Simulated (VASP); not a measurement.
# Mo (Im-3m) in VASP: further runs, part 2 of 2

VASP 6.6.1. Earlier steps stand in the parts before.

## (3) Single point, PBE+D3(BJ)

This run uses another cell than the first one, of 15.33 Å³/atom, 1.002 times its volume.

The input, INCAR:

```
SYSTEM = Mo
  PREC = Accurate
  ENCUT = 520
  EDIFF = 1E-7
  ISMEAR = -1
  SIGMA = 0.05
  LREAL = .FALSE.
  LASPH = .TRUE.
  NELM = 60
  ALGO = Normal
  ISIF = 2
  LWAVE = .FALSE.
  LCHARG = .FALSE.
  GGA = PE
  IVDW = 12
  NBANDS = 13
```

The input, KPOINTS:

```
Automatic mesh
0
G
  12 12 12
  0 0 0
```

The input, POSCAR:

```
Mo
1.0
   -1.5650361709      1.5650361709      1.5650361709
    1.5650361709     -1.5650361709      1.5650361709
    1.5650361709      1.5650361709     -1.5650361709
Mo
1
Direct
    0.0000000000      0.0000000000      0.0000000000
```

Potentials or basis: VASP PAW PBE potentials, release 64 (Mo_sv).

Started as:

```
> cat potpaw_PBE.64/Mo_sv/POTCAR > POTCAR
> mpirun -np 1 vasp_std > vasp.out
```

OUTCAR:

```text
SYSTEM = Mo
   PREC = Accurate
   ENCUT = 520
   EDIFF = 1E-7
   ISMEAR = -1
   LREAL = .FALSE.
   LASPH = .TRUE.
   NELM = 60
   ISIF = 2
   GGA = PE
   IVDW = 12
 IVDW          = 12

 ion  position               nearest neighbor table
   1  0.000  0.000  0.000-

  LATTYP: Found a body centered cubic cell.
 ALAT       =     3.1300723418

  Lattice vectors:

 A1 = (  -1.5650361709,   1.5650361709,   1.5650361709)
 A2 = (   1.5650361709,  -1.5650361709,   1.5650361709)
 A3 = (   1.5650361709,   1.5650361709,  -1.5650361709)

Analysis of symmetry for initial positions (statically):
=====================================================================
 Subroutine PRICEL returns:
 Original cell was already a primitive cell.

 Routine SETGRP: Setting up the symmetry group for a
 body centered cubic supercell.

 Subroutine GETGRP returns: Found 48 space group operations
 (whereof 48 operations were pure point group operations)
 out of a pool of 48 trial point group operations.

The static configuration has the point symmetry O_h .

[... 165 lines left out ...]
  band No.  band energies     occupation
      1     -48.3783      2.00000
      2     -21.5986      2.00000
      3     -21.5986      2.00000
      4     -21.5986      2.00000
      5       5.6082      2.00000
      6      11.5052      2.00000
      7      11.5052      2.00000
      8      11.5052      2.00000
      9      14.6026      0.00000
     10      14.6026      0.00000
     11      27.7673      0.00000
     12      27.7673      0.00000
     13      27.7673      0.00000
[... 354 lines left out ...]
  band No.  band energies     occupation
      1     -48.0864      2.00000
      2     -22.9891      2.00000
      3     -22.1429      2.00000
      4     -21.7118      2.00000
      5       8.0588      2.00000
      6       9.4109      2.00000
      7      13.2760      0.00044
      8      14.8102      0.00000
      9      15.3198      0.00000
     10      19.4369      0.00000
     11      24.2434      0.00000
     12      25.4886      0.00000
     13      29.2105      0.00000

 [... further k-points ...]

------------------------ aborting loop because EDIFF is reached ----------------------------------------

 Edisp (eV)   -0.72838

 E8    (eV) :    -0.3434

  FORCE on cell =-STRESS in cart. coord.  units (eV):
  Direction    XX          YY          ZZ          XY          YZ          ZX
  --------------------------------------------------------------------------------------
  -------------------------------------------------------------------------------------
  Total       0.05595     0.05595     0.05595     0.00000     0.00000     0.00000
  in kB       5.84587     5.84587     5.84587     0.00000     0.00000     0.00000
  external pressure =        5.85 kB  Pullay stress =        0.00 kB

 VOLUME and BASIS-vectors are now :
 -----------------------------------------------------------------------------
  energy-cutoff  :      520.00
  volume of cell :       15.33
      direct lattice vectors                 reciprocal lattice vectors
    -1.565036171  1.565036171  1.565036171     0.000000000  0.319481434  0.319481434
     1.565036171 -1.565036171  1.565036171     0.319481434  0.000000000  0.319481434
     1.565036171  1.565036171 -1.565036171     0.319481434  0.319481434  0.000000000

 POSITION                                       TOTAL-FORCE (eV/Angst)
 -----------------------------------------------------------------------------------
      0.00000      0.00000      0.00000         0.000000      0.000000      0.000000
 -----------------------------------------------------------------------------------
    total drift:                                0.000000     -0.000000      0.000000

  FREE ENERGIE OF THE ION-ELECTRON SYSTEM (eV)
  ---------------------------------------------------
  free  energy   TOTEN  =       -11.6673541863 eV

  energy  without entropy=      -11.6650374105  energy(sigma->0) =      -11.66619580
```

OSZICAR:

```text
N       E                     dE             d eps       ncg     rms          rms(c)
DAV:   1     0.936593225069E+02    0.93659E+02   -0.80635E+03  1877   0.111E+03
DAV:   2    -0.104254886516E+02   -0.10408E+03   -0.10008E+03  2137   0.311E+02
DAV:   3    -0.115671443167E+02   -0.11417E+01   -0.11399E+01  2052   0.329E+01
DAV:   4    -0.115696189938E+02   -0.24747E-02   -0.24747E-02  2117   0.187E+00
DAV:   5    -0.115696350344E+02   -0.16041E-04   -0.16041E-04  2107   0.133E-01    0.154E+01
DAV:   6    -0.110246539662E+02    0.54498E+00   -0.66805E-01  1922   0.101E+01    0.442E+00
DAV:   7    -0.109427618911E+02    0.81892E-01   -0.14975E-01  2057   0.458E+00    0.927E-01
DAV:   8    -0.109389082891E+02    0.38536E-02   -0.39777E-03  1927   0.801E-01    0.187E-01
DAV:   9    -0.109389700069E+02   -0.61718E-04   -0.91315E-05  2177   0.118E-01    0.843E-02
DAV:  10    -0.109389779459E+02   -0.79390E-05   -0.13237E-05  1932   0.437E-02    0.790E-03
DAV:  11    -0.109389784799E+02   -0.53402E-06   -0.11753E-07  1658   0.379E-03    0.153E-03
DAV:  12    -0.109389783369E+02    0.14305E-06   -0.11481E-08   996   0.135E-03    0.684E-05
DAV:  13    -0.109389783545E+02   -0.17623E-07   -0.92922E-10   976   0.379E-04
   1 F= -.11667354E+02 E0= -.11666196E+02  d E =-.231678E-02
```

stdout:

```text
POSCAR found type information on POSCAR Mo
 POSCAR found :  1 types and       1 ions
 scaLAPACK will be used
 LDA part: xc-table for (Slater+PW92), standard interpolation
 POSCAR, INCAR and KPOINTS ok, starting setup
 FFT: planning ... GRIDC
 FFT: planning ... GRID_SOFT
 FFT: planning ... GRID
 WAVECAR not read
 entering main loop
```

Run time: 7.2 s. Hardware: 1 thread of Intel Xeon Platinum 8488C (Sapphire Rapids), shared host; peak memory 0.14 GiB.

Results:

* Free energy: -11.6674 eV
* Pressure: 0.6 GPa
* Band gap on the k mesh: zero (band 7 reaches 17.00 eV, above the bottom of band 8 at 11.51 eV)
* Dispersion energy per atom: -0.728 eV

Caveat: pairwise dispersion overbinds metals, which lowers pressure and volume.

## (4) Single point, BLYP

This run uses another cell than the first one, of 15.89 Å³/atom, 1.039 times its volume.

The input, INCAR:

```
  AGGAC = 1.0
  AGGAX = 1.0
  ALDAC = 0.0
  ALDAX = 1.0
  ALGO = Fast
  EDIFF = 1E-6
  ENCUT = 520
  GGA = B5
  ISIF = 2
  ISMEAR = -1
  LASPH = T
  LCHARG = F
  LREAL = F
  LWAVE = F
  NBANDS = 13
  NELM = 100
  PREC = Accurate
  SIGMA = 0.05
```

The input, KPOINTS:

```
k-points
0
Gamma
  12 12 12
```

The input, POSCAR:

```
Mo
1.0
   -1.5838089719      1.5838089719      1.5838089719
    1.5838089719     -1.5838089719      1.5838089719
    1.5838089719      1.5838089719     -1.5838089719
Mo
1
Direct
    0.0000000000      0.0000000000      0.0000000000
```

Potentials or basis: VASP PAW PBE potentials, release 64 (Mo_sv).

Started as:

```
> cat potpaw_PBE.64/Mo_sv/POTCAR > POTCAR
> mpirun -np 1 vasp_std > vasp.out
```

OUTCAR:

```text
EDIFF = 1E-6
   ENCUT = 520
   GGA = B5
   ISIF = 2
   ISMEAR = -1
   LASPH = T
   LREAL = F
   NELM = 100
   PREC = Accurate

 ion  position               nearest neighbor table
   1  0.000  0.000  0.000-

  LATTYP: Found a body centered cubic cell.
 ALAT       =     3.1676179438

  Lattice vectors:

 A1 = (  -1.5838089719,   1.5838089719,   1.5838089719)
 A2 = (   1.5838089719,  -1.5838089719,   1.5838089719)
 A3 = (   1.5838089719,   1.5838089719,  -1.5838089719)

Analysis of symmetry for initial positions (statically):
=====================================================================
 Subroutine PRICEL returns:
 Original cell was already a primitive cell.

 Routine SETGRP: Setting up the symmetry group for a
 body centered cubic supercell.

 Subroutine GETGRP returns: Found 48 space group operations
 (whereof 48 operations were pure point group operations)
 out of a pool of 48 trial point group operations.

The static configuration has the point symmetry O_h .

Analysis of symmetry for dynamics (positions and initial velocities):
=====================================================================
 Subroutine PRICEL returns:
 Original cell was already a primitive cell.

 Routine SETGRP: Setting up the symmetry group for a
 body centered cubic supercell.

 Subroutine GETGRP returns: Found 48 space group operations
 (whereof 48 operations were pure point group operations)
 out of a pool of 48 trial point group operations.

The dynamic configuration has the point symmetry O_h .

 Subroutine INISYM returns: Found 48 space group operations
 (whereof 48 operations are pure point group operations),
 and found     1 'primitive' translations

----------------------------------------------------------------------------------------

[... 109 lines left out ...]
     AMIX     =   0.40;   BMIX     =  1.00
     AMIX_MAG =   1.60;   BMIX_MAG =  1.00
  volume/ion in A,a.u.               =      15.89       107.24
  Fermi-wavevector in a.u.,A,eV,Ry     =   1.569380  2.965698 33.510508  2.462953
  Thomas-Fermi vector in A             =   2.671271
   LORBIT       =      0    0 simple, 1 ext, 2 COOP (PROOUT), +10 PAW based schemes
   GGA     = B5    functional components
   LHFCALC =     F    Hartree Fock is set to
   AEXX    =    0.0000 exact exchange contribution
   IVDW    =     0    specifies the selected vdW correction
   LEPSILON=     F    determine dielectric tensor
   LRPA    =     F    only Hartree local field effects (RPA)
 non-spin polarized calculation
 RMM-DIIS sequential band-by-band and
  energy-cutoff  :      520.00
  volume of cell :       15.89
 maximum number of plane-waves:       442
   NGX = 11   NGY = 11   NGZ = 11

 number of electron      14.0000005 magnetization

 Free energy of the ion-electron system (eV)
  ---------------------------------------------------
  ext. energy  EPLUGINS =         0.00000000
  ---------------------------------------------------
  free energy    TOTEN  =        -9.49521397 eV

  energy without entropy =       -9.49274984  energy(sigma->0) =       -9.49398190

 E-fermi :  12.8283     XC(G=0): -12.6624

 val. band max:       12.7629066730   @ k =  -0.1667   0.2500   0.0833
 cond. band min:      12.8507811249   @ k =  -0.3333   0.3333   0.2500
 fundamental gap:      0.0878744518
 Fermi energy:        12.8282640920

 k-point     1 :       0.0000    0.0000    0.0000
  band No.  band energies     occupation
      1     -48.2361      2.00000
      2     -21.6656      2.00000
      3     -21.6656      2.00000
      4     -21.6656      2.00000
      5       5.8958      2.00000
      6      11.4742      2.00000
      7      11.4742      2.00000
      8      11.4742      2.00000
      9      14.4680      0.00000
     10      14.4680      0.00000
     11      27.8624      0.00000
     12      27.8624      0.00000
     13      27.8624      0.00000
[... 354 lines left out ...]
  band No.  band energies     occupation
      1     -47.9797      2.00000
      2     -22.9125      2.00000
      3     -22.1563      2.00000
      4     -21.7647      2.00000
      5       8.2720      2.00000
      6       9.5214      2.00000
      7      13.3086      0.00013
      8      14.6213      0.00000
      9      15.0997      0.00000
     10      19.1283      0.00000
     11      23.7226      0.00000
     12      25.5357      0.00000
     13      28.7885      0.00000

 [... further k-points ...]
[... 5 lines left out ...]
  --------------------------------------------------------------------------------------
  -------------------------------------------------------------------------------------
  Total        0.8972547      0.8972547      0.8972547      0.0000000     -0.0000000      0.0000000
  in kB       90.4602806     90.4602806     90.4602806      0.0000000     -0.0000000      0.0000000
  external PRESSURE =      90.4602806 kB  Pullay stress =       0.0000000 kB

 VOLUME and BASIS-vectors are now :
 -----------------------------------------------------------------------------
  energy-cutoff  :      520.00
  volume of cell :       15.89
      direct lattice vectors                 reciprocal lattice vectors
    -1.583808972  1.583808972  1.583808972     0.000000000  0.315694638  0.315694638
     1.583808972 -1.583808972  1.583808972     0.315694638  0.000000000  0.315694638
     1.583808972  1.583808972 -1.583808972     0.315694638  0.315694638  0.000000000

 POSITION                                       TOTAL-FORCE (eV/Angst)
 -----------------------------------------------------------------------------------
      0.00000      0.00000      0.00000        -0.000000      0.000000     -0.000000
 -----------------------------------------------------------------------------------
    total drift:                                0.000000     -0.000000      0.000000

  FREE ENERGIE OF THE ION-ELECTRON SYSTEM (eV)
  ---------------------------------------------------
  free  energy   TOTEN  =        -9.4952139682 eV

  energy  without entropy=       -9.4927498414  energy(sigma->0) =       -9.49398190
```

It took 9.7 s on 1 thread of Intel Xeon Platinum 8488C (Sapphire Rapids), shared host; peak memory 0.13 GiB.

Results:

| Property | Result |
| --- | --- |
| Free energy | -9.4952 eV |
| Pressure | 9.0 GPa |
| Band gap on the k mesh | zero (band 7 reaches 16.67 eV, above the bottom of band 8 at 11.47 eV) |

Levels at points of the mesh, in eV from the Fermi level:
| k point | band 4 | band 5 | band 6 | band 7 | band 8 | band 9 | band 10 | band 11 |
| --- | --- | --- | --- | --- | --- | --- | --- | --- |
| (0.00, 0.00, 0.00) | -34.49 | -6.93 | -1.35 | -1.35 | -1.35 | 1.64 | 1.64 | 15.03 |
| (0.50, 0.00, 0.00) | -34.50 | -5.12 | -3.31 | 1.63 | 1.87 | 2.24 | 4.58 | 11.45 |
| (0.50, 0.50, 0.50) | -35.42 | -5.21 | -5.21 | 3.84 | 3.84 | 3.84 | 9.15 | 9.15 |

Caveat: the PAW data sets were made with another functional, which shifts forces and pressure a little.

## (5) Overview

| level | cell | gap on the mesh (eV) | pressure (GPa) |
| --- | --- | --- | --- |
| BLYP+D3(BJ) | a = 2.709 Å, angles 109.5°, 1 atom | none | 1.2 |
| PBE+D3(BJ) | a = 2.711 Å, angles 109.5°, 1 atom | none | 0.6 |
| BLYP | a = 2.743 Å, angles 109.5°, 1 atom | none | 9.0 |

Alike in all rows: task single point; potentials or basis VASP PAW PBE potentials, release 64 (Mo_sv); no spin polarisation; k mesh 12 × 12 × 12; cutoff (eV) 520; smearing fermi-dirac 0.05 eV.

Caveats: the PAW data sets were made with another functional, which shifts forces and pressure a little (some runs); pairwise dispersion overbinds metals, which lowers pressure and volume (some runs).

Absolute energies hang on the potentials; compare differences alone.
